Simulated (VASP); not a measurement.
# Sb (Fm-3m) in VASP: notebook

The runs below take Sb through single point, with PBE.

Program: VASP 6.6.1. These are calculated values, not measurements. Logs are shortened: lines on timing, memory, paths and dates and some standing lists are left out, and cuts for length are marked.

### 1 The cell of the first run

Symmetry: Fm-3m, No. 225, cubic system. The conventional cell has a = 4.579 Å, b = 4.579 Å, c = 4.579 Å, α = 90.00°, β = 90.00°, γ = 90.00°. Sb (site symmetry m-3m) has 12 Sb at 3.24 Å within 4.3 Å.

### 2 Single point, PBE (volume scaled by 0.98)

INCAR

```
SYSTEM = Sb
  PREC = Accurate
  ENCUT = 520
  EDIFF = 1E-6
  ISMEAR = -1
  SIGMA = 0.05
  LREAL = .False.
  LASPH = .True.
  NELM = 60
  ALGO = Normal
  ISIF = 2
  LWAVE = .False.
  LCHARG = .False.
  GGA = PE
  NBANDS = 8
```

KPOINTS

```
Automatic mesh
0
Gamma
  12 12 12
  0 0 0
```

POSCAR

```
Sb
1.0
    0.0000000000      2.2895297352      2.2895297352
    2.2895297352      0.0000000000      2.2895297352
    2.2895297352      2.2895297352      0.0000000000
Sb
1
Direct
    0.0000000000      0.0000000000      0.0000000000
```

Potentials or basis: VASP PAW PBE potentials, release 64 (Sb).

Launch:

```console
cat potpaw_PBE.64/Sb/POTCAR > POTCAR
mpirun -np 1 vasp_std > vasp.out
```

OUTCAR:

```text
SYSTEM = Sb
   PREC = Accurate
   ENCUT = 520
   EDIFF = 1E-6
   ISMEAR = -1
   LREAL = .False.
   LASPH = .True.
   NELM = 60
   ISIF = 2
   GGA = PE

 ion  position               nearest neighbor table
   1  0.000  0.000  0.000-

  LATTYP: Found a face centered cubic cell.
 ALAT       =     4.5790594704

  Lattice vectors:

 A1 = (   0.0000000000,   2.2895297352,   2.2895297352)
 A2 = (   2.2895297352,   0.0000000000,   2.2895297352)
 A3 = (   2.2895297352,   2.2895297352,   0.0000000000)

Analysis of symmetry for initial positions (statically):
=====================================================================
 Subroutine PRICEL returns:
 Original cell was already a primitive cell.

 Routine SETGRP: Setting up the symmetry group for a
 face centered cubic supercell.

 Subroutine GETGRP returns: Found 48 space group operations
 (whereof 48 operations were pure point group operations)
 out of a pool of 48 trial point group operations.

The static configuration has the point symmetry O_h .

Analysis of symmetry for dynamics (positions and initial velocities):
=====================================================================
 Subroutine PRICEL returns:
 Original cell was already a primitive cell.

 Routine SETGRP: Setting up the symmetry group for a
 face centered cubic supercell.

 Subroutine GETGRP returns: Found 48 space group operations
 (whereof 48 operations were pure point group operations)
 out of a pool of 48 trial point group operations.

The dynamic configuration has the point symmetry O_h .

 Subroutine INISYM returns: Found 48 space group operations
 (whereof 48 operations are pure point group operations),
 and found     1 'primitive' translations

----------------------------------------------------------------------------------------

                                     Primitive cell

  volume of cell :      24.0032

  direct lattice vectors                    reciprocal lattice vectors
     0.000000000  2.289529735  2.289529735    -0.218385458  0.218385458  0.218385458
     2.289529735  0.000000000  2.289529735     0.218385458 -0.218385458  0.218385458
     2.289529735  2.289529735  0.000000000     0.218385458  0.218385458 -0.218385458

  length of vectors
     3.237884003  3.237884003  3.237884003     0.378254709  0.378254709  0.378254709

  position of ions in fractional coordinates (direct lattice)
     0.000000000  0.000000000  0.000000000

[... 69 lines left out ...]
   ISPIN  =      1    spin polarized calculation?
   LNONCOLLINEAR =      F non collinear calculations
   LSORBIT =      F    spin-orbit coupling
   LASPH  =      T    aspherical Exc in radial PAW
   ENCUT  =  520.0 eV  38.22 Ry    6.18 a.u.   6.02  6.02  6.02*2*pi/ulx,y,z
   NELM   =     60;   NELMIN=  2; NELMDL= -5     # of ELM steps
   EDIFF  = 0.1E-05   stopping-criterion for ELM
   LREAL  =      F    real-space projection
   EDIFFG = 0.1E-04   stopping-criterion for IOM
   NSW    =      0    number of steps for IOM
   IBRION =     -1    ionic relax: 0-MD 1-quasi-New 2-CG
   NFREE  =      0    steps in history (QN), initial steepest desc. (CG)
   ISIF   =      2    stress and relaxation
   ISYM   =      2    0-nonsym 1-usesym 2-fastsym
   POTIM  = 0.5000    time-step for ionic-motion
   TEBEG  =    0.0;   TEEND  =   0.0 temperature during run
   PSTRESS=    0.0 pullay stress
   NELECT =       5.0000    total number of electrons
   NUPDOWN=      -1.0000    fix difference up-down
   EMIN   =  10.00;   EMAX   =-10.00  energy-range for DOS
   EFERMI =   0.00;   METHOD = LEGACY
   ISMEAR =    -1;   SIGMA  =   0.05  broadening in eV -4-tet -1-fermi 0-gaus
   EFERMI_NEDOS =   21; number of points for ismear=-14 and -15
   IALGO  =     38    algorithm
   IMIX   =      4    mixing-type and parameters
     AMIX     =   0.40;   BMIX     =  1.00
     AMIX_MAG =   1.60;   BMIX_MAG =  1.00
  volume/ion in A,a.u.               =      24.00       161.98
  Fermi-wavevector in a.u.,A,eV,Ry     =   0.970455  1.833893 12.813723  0.941782
  Thomas-Fermi vector in A             =   2.100591
   LORBIT       =      0    0 simple, 1 ext, 2 COOP (PROOUT), +10 PAW based schemes
   GGA     = PE    functional components
   LHFCALC =     F    Hartree Fock is set to
   AEXX    =    0.0000 exact exchange contribution
   IVDW    =     0    specifies the selected vdW correction
   LEPSILON=     F    determine dielectric tensor
   LRPA    =     F    only Hartree local field effects (RPA)
 non-spin polarized calculation
  energy-cutoff  :      520.00
  volume of cell :       24.00
 maximum number of plane-waves:       661
   NGX = 13   NGY = 13   NGZ = 13

 number of electron       5.0000000 magnetization

 Free energy of the ion-electron system (eV)
  ---------------------------------------------------
  ext. energy  EPLUGINS =         0.00000000
  ---------------------------------------------------
  free energy    TOTEN  =        -3.72097403 eV

  energy without entropy =       -3.71524872  energy(sigma->0) =       -3.71811137

 E-fermi :  10.1769     XC(G=0): -10.7449

 val. band max:       10.0636032938   @ k =   0.5000   0.4167   0.0833
 cond. band min:      10.1802375886   @ k =   0.4167   0.3333   0.0000
 fundamental gap:      0.1166342948
 Fermi energy:        10.1768713655

 k-point     1 :       0.0000    0.0000    0.0000
  band No.  band energies     occupation
      1      -3.7810      2.00000
      2      16.3169      0.00000
      3      16.3169      0.00000
      4      16.3169      0.00000
      5      20.3149      0.00000
      6      20.4465      0.00000
      7      20.4465      0.00000
      8      20.4465      0.00000
[... 243 lines left out ...]
 k-point    24 :      -0.4167    0.1667    0.0000
  band No.  band energies     occupation
      1       1.0201      2.00000
      2       4.2276      2.00000
      3      10.7202      0.00004
      4      13.3403      0.00000
      5      16.9952      0.00000
      6      21.2292      0.00000
      7      21.6213      0.00000
      8      24.6361      0.00000

 [... further k-points ...]
[... 5 lines left out ...]
  --------------------------------------------------------------------------------------
  -------------------------------------------------------------------------------------
  Total        1.5803984      1.5803984      1.5803984     -0.0000000      0.0000000      0.0000000
  in kB      105.4892761    105.4892761    105.4892761     -0.0000000      0.0000000      0.0000000
  external PRESSURE =     105.4892761 kB  Pullay stress =       0.0000000 kB

 VOLUME and BASIS-vectors are now :
 -----------------------------------------------------------------------------
  energy-cutoff  :      520.00
  volume of cell :       24.00
      direct lattice vectors                 reciprocal lattice vectors
     0.000000000  2.289529735  2.289529735    -0.218385458  0.218385458  0.218385458
     2.289529735  0.000000000  2.289529735     0.218385458 -0.218385458  0.218385458
     2.289529735  2.289529735  0.000000000     0.218385458  0.218385458 -0.218385458

 POSITION                                       TOTAL-FORCE (eV/Angst)
 -----------------------------------------------------------------------------------
      0.00000      0.00000      0.00000         0.000000      0.000000      0.000000
 -----------------------------------------------------------------------------------
    total drift:                                0.000000     -0.000000     -0.000000

  FREE ENERGIE OF THE ION-ELECTRON SYSTEM (eV)
  ---------------------------------------------------
  free  energy   TOTEN  =        -3.7209740297 eV

  energy  without entropy=       -3.7152487163  energy(sigma->0) =       -3.71811137
```

OSZICAR:

```text
N       E                     dE             d eps       ncg     rms          rms(c)
DAV:   1     0.464607354888E+01    0.46461E+01   -0.16520E+03  1168   0.406E+02
DAV:   2    -0.363973448076E+01   -0.82858E+01   -0.80289E+01  1592   0.524E+01
DAV:   3    -0.372628045348E+01   -0.86546E-01   -0.86443E-01  1376   0.581E+00
DAV:   4    -0.372649745999E+01   -0.21701E-03   -0.21700E-03  1816   0.351E-01
DAV:   5    -0.372649790530E+01   -0.44531E-06   -0.44487E-06  1456   0.998E-03    0.211E+00
DAV:   6    -0.372303308223E+01    0.34648E-02   -0.10344E-03  1504   0.178E-01    0.123E+00
DAV:   7    -0.372097407300E+01    0.20590E-02   -0.23533E-03  1352   0.267E-01    0.426E-02
DAV:   8    -0.372097400996E+01    0.63042E-07   -0.30498E-05  1720   0.442E-02    0.722E-03
DAV:   9    -0.372097402972E+01   -0.19758E-07   -0.51308E-07  1496   0.553E-03
   1 F= -.37209740E+01 E0= -.37181114E+01  d E =-.572531E-02
```

stdout:

```text
POSCAR found type information on POSCAR Sb
 POSCAR found :  1 types and       1 ions
 scaLAPACK will be used
 LDA part: xc-table for (Slater+PW92), standard interpolation
 POSCAR, INCAR and KPOINTS ok, starting setup
 FFT: planning ... GRIDC
 FFT: planning ... GRID_SOFT
 FFT: planning ... GRID
 WAVECAR not read
 entering main loop
```

Wall time 5.2 s (1 thread of Intel Xeon 6455B, shared host); peak memory 0.14 GiB.

What came out:

- Free energy: -3.7210 eV
- Pressure: 10.5 GPa

Caveat: spin-orbit coupling is left out, which moves the levels of the heavy elements.

### 3 Single point, PBE (volume scaled by 0.975)

INCAR

```
ALGO     = Normal         # electronic algorithm
EDIFF    = 1E-6           # SCF threshold, eV
ENCUT    = 520            # plane-wave cutoff, eV
GGA      = PE             # functional
ISIF     = 2              # what is computed and relaxed
ISMEAR   = -1             # smearing method
LASPH    = True           # aspherical terms in the spheres
LCHARG   = True           # write CHGCAR
LELF     = True           # ELF
LREAL    = False          # projectors in reciprocal space
LVHAR    = True         
LWAVE    = False          # write WAVECAR
NBANDS   = 8              # bands
NELM     = 80             # most SCF steps
PREC     = Accurate       # precision mode
SIGMA    = 0.05           # smearing width, eV
```

KPOINTS

```
k-points
0
Gamma
  12 12 12
```

POSCAR

```
Sb
1.0
    0.0000000000      2.2856293363      2.2856293363
    2.2856293363      0.0000000000      2.2856293363
    2.2856293363      2.2856293363      0.0000000000
Sb
1
Direct
    0.0000000000      0.0000000000      0.0000000000
```

Potentials or basis: VASP PAW PBE potentials, release 64 (Sb).

Launch:

```console
cat potpaw_PBE.64/Sb/POTCAR > POTCAR
mpirun -np 1 vasp_std > vasp.out
```

Wall time 5.8 s (1 thread of Intel Xeon 6455B, shared host); peak memory 0.14 GiB.

It converged, with:

* Free energy: -3.7127 eV
* Pressure: 11.1 GPa

Levels at points of the mesh, in eV from the Fermi level:
| k point | band 1 | band 2 | band 3 | band 4 | band 5 | band 6 |
| --- | --- | --- | --- | --- | --- | --- |
| (0.00, 0.00, 0.00) | -14.00 | 6.18 | 6.18 | 6.18 | 10.13 | 10.29 |
| (0.50, 0.00, 0.00) | -9.54 | -6.70 | 4.17 | 4.17 | 8.93 | 9.34 |
| (0.50, 0.50, 0.00) | -7.55 | -5.68 | 0.33 | 0.33 | 4.21 | 4.48 |

Caveat: spin-orbit coupling is left out, which moves the levels of the heavy elements.

(Continued in part 2 of 2.)
